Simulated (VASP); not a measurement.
# KCl (Pm-3m) in VASP: a series of runs

Aim: see how the results for KCl move with the level of theory and the settings. Levels: PBE, r2SCAN. Tasks: single point.

All numbers are computed with VASP 6.6.1; they aren't measurements. Logs are shortened: lines on timing, memory, paths and dates and some standing lists are left out, and cuts for length are marked.

### 1 The cell of the first run

It takes space group Pm-3m (No. 221, cubic). The conventional cell has a = 3.771 Å, b = 3.771 Å, c = 3.771 Å, α = 90.00°, β = 90.00°, γ = 90.00°. Within 4.3 Å of K (site symmetry m-3m) lie 8 Cl at 3.27 Å and 6 K at 3.77 Å. Within 4.3 Å of Cl (site symmetry m-3m) lie 8 K at 3.27 Å and 6 Cl at 3.77 Å.

### 2 Single point, PBE

Input file INCAR:

```
SYSTEM = KCl
  ALGO = Normal
  EDIFF = 1E-6
  ENCUT = 520
  GGA = PE
  ISIF = 2
  ISMEAR = 0
  LASPH = .True.
  LCHARG = .False.
  LREAL = .False.
  LWAVE = .False.
  NBANDS = 15
  NELM = 60
  PREC = Accurate
  SIGMA = 0.01
```

Input file KPOINTS:

```
k-points
0
Gamma
  8 8 8
  0 0 0
```

Input file POSCAR:

```
KCl
1.0
    3.7711682852      0.0000000000      0.0000000000
    0.0000000000      3.7711682852      0.0000000000
    0.0000000000      0.0000000000      3.7711682852
K Cl
1 1
Direct
    0.0000000000      0.0000000000      0.0000000000
    0.5000000000      0.5000000000      0.5000000000
```

Potentials or basis: VASP PAW PBE potentials, release 64 (K_sv, Cl).

Started as:

```console
cat potpaw_PBE.64/K_sv/POTCAR potpaw_PBE.64/Cl/POTCAR > POTCAR
mpirun -np 1 vasp_std > vasp.out
```

OUTCAR:

```text
SYSTEM = KCl
   EDIFF = 1E-6
   ENCUT = 520
   GGA = PE
   ISIF = 2
   ISMEAR = 0
   LASPH = .True.
   LREAL = .False.
   NELM = 60
   PREC = Accurate

 ion  position               nearest neighbor table
   1  0.000  0.000  0.000-
   2  0.500  0.500  0.500-

  LATTYP: Found a simple cubic cell.
 ALAT       =     3.7711682852

  Lattice vectors:

 A1 = (   3.7711682852,   0.0000000000,   0.0000000000)
 A2 = (   0.0000000000,   3.7711682852,   0.0000000000)
 A3 = (   0.0000000000,   0.0000000000,   3.7711682852)

Analysis of symmetry for initial positions (statically):
=====================================================================
 Subroutine PRICEL returns:
 Original cell was already a primitive cell.

 Routine SETGRP: Setting up the symmetry group for a
 simple cubic supercell.

 Subroutine GETGRP returns: Found 48 space group operations
 (whereof 48 operations were pure point group operations)
 out of a pool of 48 trial point group operations.

The static configuration has the point symmetry O_h .

Analysis of symmetry for dynamics (positions and initial velocities):
=====================================================================
 Subroutine PRICEL returns:
 Original cell was already a primitive cell.

 Routine SETGRP: Setting up the symmetry group for a
 simple cubic supercell.

 Subroutine GETGRP returns: Found 48 space group operations
 (whereof 48 operations were pure point group operations)
 out of a pool of 48 trial point group operations.

The dynamic configuration has the point symmetry O_h .

 Subroutine INISYM returns: Found 48 space group operations
 (whereof 48 operations are pure point group operations),
 and found     1 'primitive' translations

----------------------------------------------------------------------------------------

                                     Primitive cell

  volume of cell :      53.6325

  direct lattice vectors                    reciprocal lattice vectors
     3.771168285  0.000000000  0.000000000     0.265169816  0.000000000  0.000000000
     0.000000000  3.771168285  0.000000000     0.000000000  0.265169816  0.000000000
     0.000000000  0.000000000  3.771168285     0.000000000  0.000000000  0.265169816

  length of vectors
     3.771168285  3.771168285  3.771168285     0.265169816  0.265169816  0.265169816

  position of ions in fractional coordinates (direct lattice)
     0.000000000  0.000000000  0.000000000
     0.500000000  0.500000000  0.500000000

  ion indices of the primitive-cell ions
   primitive index   ion index
                 1           1
                 2           2

----------------------------------------------------------------------------------------

 KPOINTS: k-points

Automatic generation of k-mesh.
 Grid dimensions read from file:
 generate k-points for:    8    8    8

 Generating k-lattice:

  Cartesian coordinates                     Fractional coordinates (reciprocal lattice)
     0.033146227  0.000000000  0.000000000     0.125000000  0.000000000  0.000000000
     0.000000000  0.033146227  0.000000000     0.000000000  0.125000000  0.000000000
     0.000000000  0.000000000  0.033146227     0.000000000  0.000000000  0.125000000

  Length of vectors
     0.033146227  0.033146227  0.033146227

  Shift w.r.t. Gamma in fractional coordinates (k-lattice)
     0.000000000  0.000000000  0.000000000

 Subroutine IBZKPT returns following result:
 ===========================================

 Found     35 irreducible k-points:

 Following reciprocal coordinates:
            Coordinates               Weight
  0.000000  0.000000  0.000000      1.000000
  0.125000  0.000000  0.000000      6.000000
  0.250000  0.000000  0.000000      6.000000
  0.375000  0.000000  0.000000      6.000000
  0.500000  0.000000  0.000000      3.000000
  0.125000  0.125000  0.000000     12.000000
[... 16 lines left out ...]
  0.375000  0.375000  0.125000     24.000000
  0.500000  0.375000  0.125000     24.000000
 [... further k-points ...]
   k-points           NKPTS =     35   k-points in BZ     NKDIM =     35   number of bands    NBANDS=     15
   number of dos      NEDOS =    301   number of ions     NIONS =      2
   total plane-waves  NPLWV =  21952
   dimension x,y,z NGX =    28 NGY =   28 NGZ =   28
   dimension x,y,z NGXF=    56 NGYF=   56 NGZF=   56
   ions per type =               1   1
   NGX,Y,Z   is equivalent  to a cutoff of  12.34, 12.34, 12.34 a.u.
   NGXF,Y,Z  is equivalent  to a cutoff of  24.69, 24.69, 24.69 a.u.
 SYSTEM =  KCl
   PREC   = accura    normal or accurate (medium, high low for compatibility)
   ISTART =      0    job   : 0-new  1-cont  2-samecut
   ICHARG =      2    charge: 1-file 2-atom 10-const
   ISPIN  =      1    spin polarized calculation?
   LNONCOLLINEAR =      F non collinear calculations
   LSORBIT =      F    spin-orbit coupling
   LASPH  =      T    aspherical Exc in radial PAW
   ENCUT  =  520.0 eV  38.22 Ry    6.18 a.u.   7.01  7.01  7.01*2*pi/ulx,y,z
   NELM   =     60;   NELMIN=  2; NELMDL= -5     # of ELM steps
   EDIFF  = 0.1E-05   stopping-criterion for ELM
   LREAL  =      F    real-space projection
   EDIFFG = 0.1E-04   stopping-criterion for IOM
   NSW    =      0    number of steps for IOM
   IBRION =     -1    ionic relax: 0-MD 1-quasi-New 2-CG
   NFREE  =      0    steps in history (QN), initial steepest desc. (CG)
   ISIF   =      2    stress and relaxation
   ISYM   =      2    0-nonsym 1-usesym 2-fastsym
   POTIM  = 0.5000    time-step for ionic-motion
   TEBEG  =    0.0;   TEEND  =   0.0 temperature during run
   PSTRESS=    0.0 pullay stress
   NELECT =      16.0000    total number of electrons
   NUPDOWN=      -1.0000    fix difference up-down
   EMIN   =  10.00;   EMAX   =-10.00  energy-range for DOS
   EFERMI =   0.00;   METHOD = LEGACY
   ISMEAR =     0;   SIGMA  =   0.01  broadening in eV -4-tet -1-fermi 0-gaus
   EFERMI_NEDOS =   21; number of points for ismear=-14 and -15
   IALGO  =     38    algorithm
   IMIX   =      4    mixing-type and parameters
     AMIX     =   0.40;   BMIX     =  1.00
     AMIX_MAG =   1.60;   BMIX_MAG =  1.00
  volume/ion in A,a.u.               =      26.82       180.96
  Fermi-wavevector in a.u.,A,eV,Ry     =   1.093886  2.067146 16.280562  1.196588
  Thomas-Fermi vector in A             =   2.230181
   LORBIT       =      0    0 simple, 1 ext, 2 COOP (PROOUT), +10 PAW based schemes
   GGA     = PE    functional components
   LHFCALC =     F    Hartree Fock is set to
   AEXX    =    0.0000 exact exchange contribution
   IVDW    =     0    specifies the selected vdW correction
   LEPSILON=     F    determine dielectric tensor
   LRPA    =     F    only Hartree local field effects (RPA)
 non-spin polarized calculation
 Gauss-broadening in eV      SIGMA  =   0.01
  energy-cutoff  :      520.00
  volume of cell :       53.63
 maximum number of plane-waves:      1472
   NGX = 15   NGY = 15   NGZ = 15

 number of electron      16.0000004 magnetization

 Free energy of the ion-electron system (eV)
  ---------------------------------------------------
  ext. energy  EPLUGINS =         0.00000000
  ---------------------------------------------------
  free energy    TOTEN  =        -6.64518156 eV

  energy without entropy =       -6.64518156  energy(sigma->0) =       -6.64518156

 E-fermi :  -0.5075     XC(G=0):  -8.3060

 val. band max:       -0.5622863730   @ k =   0.5000   0.5000   0.0000
 cond. band min:       4.4665590798   @ k =   0.0000   0.0000   0.0000
 fundamental gap:      5.0288454528
 Fermi energy:        -0.5074615409

 k-point     1 :       0.0000    0.0000    0.0000
  band No.  band energies     occupation
      1     -28.5339      2.00000
      2     -13.2325      2.00000
      3     -11.9095      2.00000
      4     -11.9095      2.00000
      5     -11.9095      2.00000
      6      -0.7756      2.00000
      7      -0.7756      2.00000
      8      -0.7756      2.00000
      9       4.4666      0.00000
     10       5.9584      0.00000
     11       5.9584      0.00000
     12      10.2230      0.00000
     13      10.2230      0.00000
     14      10.2230      0.00000
     15      13.2654      0.00000

 k-point     2 :       0.1250    0.0000    0.0000
  band No.  band energies     occupation
      1     -28.5304      2.00000
      2     -13.2594      2.00000
      3     -11.9041      2.00000
      4     -11.9041      2.00000
      5     -11.8891      2.00000
      6      -1.0916      2.00000
      7      -0.7784      2.00000
      8      -0.7784      2.00000
      9       4.8458      0.00000
     10       6.0912      0.00000
     11       6.3018      0.00000
     12      10.1626      0.00000
     13      10.1626      0.00000
     14      10.3013      0.00000
     15      12.6481      0.00000

 k-point     3 :       0.2500    0.0000    0.0000
  band No.  band energies     occupation
      1     -28.5219      2.00000
      2     -13.3260      2.00000
      3     -11.8910      2.00000
      4     -11.8910      2.00000
      5     -11.8351      2.00000
      6      -1.7300      2.00000
      7      -0.7856      2.00000
      8      -0.7856      2.00000
      9       5.7232      0.00000
     10       6.4739      0.00000
     11       7.1353      0.00000
     12      10.0706      0.00000
     13      10.0706      0.00000
     14      10.5091      0.00000
     15      11.3941      0.00000
[... 343 lines left out ...]
 k-point    23 :       0.3750    0.3750    0.1250
  band No.  band energies     occupation
      1     -28.4913      2.00000
      2     -13.0641      2.00000
      3     -12.1242      2.00000
      4     -11.9941      2.00000
      5     -11.8914      2.00000
      6      -1.8492      2.00000
      7      -1.7346      2.00000
      8      -0.8624      2.00000
      9       6.3725      0.00000
     10       7.3744      0.00000
     11       8.5166      0.00000
     12       8.7114      0.00000
     13       9.7308      0.00000
     14       9.9915      0.00000
     15      12.1801      0.00000

 k-point    24 :       0.5000    0.3750    0.1250
  band No.  band energies     occupation
      1     -28.4881      2.00000
      2     -13.0043      2.00000
      3     -12.1200      2.00000
      4     -12.0806      2.00000
      5     -11.8888      2.00000
      6      -1.9377      2.00000
      7      -1.7240      2.00000
      8      -0.8386      2.00000
      9       6.1827      0.00000
     10       7.3112      0.00000
     11       8.4486      0.00000
     12       8.5888      0.00000
     13      10.0407      0.00000
     14      10.6195      0.00000
     15      11.9238      0.00000

 [... further k-points ...]

------------------------ aborting loop because EDIFF is reached ----------------------------------------

  FORCE on cell =-STRESS in cart. coord.  units (eV):
  Direction    XX          YY          ZZ          XY          YZ          ZX
  --------------------------------------------------------------------------------------
  -------------------------------------------------------------------------------------
  Total        0.3661521      0.3661521      0.3661521      0.0000000      0.0000000     -0.0000000
  in kB       10.9381633     10.9381633     10.9381633      0.0000000      0.0000000     -0.0000000
  external PRESSURE =      10.9381633 kB  Pullay stress =       0.0000000 kB

 VOLUME and BASIS-vectors are now :
 -----------------------------------------------------------------------------
  energy-cutoff  :      520.00
  volume of cell :       53.63
      direct lattice vectors                 reciprocal lattice vectors
     3.771168285  0.000000000  0.000000000     0.265169816  0.000000000  0.000000000
     0.000000000  3.771168285  0.000000000     0.000000000  0.265169816  0.000000000
     0.000000000  0.000000000  3.771168285     0.000000000  0.000000000  0.265169816

 POSITION                                       TOTAL-FORCE (eV/Angst)
 -----------------------------------------------------------------------------------
      0.00000      0.00000      0.00000         0.000000      0.000000      0.000000
      1.88558      1.88558      1.88558         0.000000      0.000000      0.000000
 -----------------------------------------------------------------------------------
    total drift:                               -0.000000      0.000000      0.000000

  FREE ENERGIE OF THE ION-ELECTRON SYSTEM (eV)
  ---------------------------------------------------
  free  energy   TOTEN  =        -6.6451815649 eV

  energy  without entropy=       -6.6451815649  energy(sigma->0) =       -6.64518156
```

Run time: 17 s. Hardware: 1 thread of AMD EPYC 7R13 (Zen 3), shared host; peak memory 0.14 GiB.

What came out:

| Property | Result |
| --- | --- |
| Free energy | -6.6452 eV |
| Pressure | 1.1 GPa |
| Band gap on the k mesh | 5.03 eV (least direct gap 5.24 eV) |

Caveat: the structure was generated, so it needn't be the stable form of KCl. A k mesh can miss the band edges.

[end of part 1 of 2]
